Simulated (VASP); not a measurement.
A run of VASP 6.6.1 is set up as follows.

INCAR

```
ALGO     = Normal         # electronic algorithm
EDIFF    = 1E-7           # SCF threshold, eV
ENCUT    = 520            # plane-wave cutoff, eV
GGA      = PS             # functional
ISIF     = 2              # what is computed and relaxed
ISMEAR   = 0              # smearing method
LASPH    = True           # aspherical terms in the spheres
LCHARG   = False          # write CHGCAR
LREAL    = False          # projectors in reciprocal space
LWAVE    = False          # write WAVECAR
NBANDS   = 15             # bands
NELM     = 80             # most SCF steps
PREC     = Accurate       # precision mode
SIGMA    = 0.05           # smearing width, eV
```

KPOINTS

```
k-points
0
Gamma
  8 8 8
```

File POSCAR:

```
BaTe
1.0
    0.0520709611      3.4713974052      3.4713974052
    3.5234683663      0.0000000000      3.5234683663
    3.4713974052      3.4713974052      0.0520709611
Ba Te
1 1
Direct
    0.0000000000      0.0000000000      0.0000000000
    0.5000000000      0.5000000000      0.5000000000
```

Potentials or basis: VASP PAW PBE potentials, release 64 (Ba_sv, Te).

Command:

```console
$ cat potpaw_PBE.64/Ba_sv/POTCAR potpaw_PBE.64/Te/POTCAR > POTCAR
$ mpirun -np 1 vasp_std > vasp.out
```

Task: What does it give for the band gap on the k mesh?

Result: 1.32 eV (least direct gap 1.69 eV).

Task: Estimate the pressure.

Result: 0.4 GPa.

Stress tensor (GPa, compression positive):
```
 0.37  0.00 -0.33
 0.00  0.35  0.00
-0.33  0.00  0.37
```

Caveat: the cell differs from its parent crystal (strain +0.0300 x Voigt [0, 0, 0, 0, 1, 0]); the PAW data sets were made with another functional, which shifts forces and pressure a little; spin-orbit coupling is left out, which moves the levels of the heavy elements. A k mesh can miss the band edges.
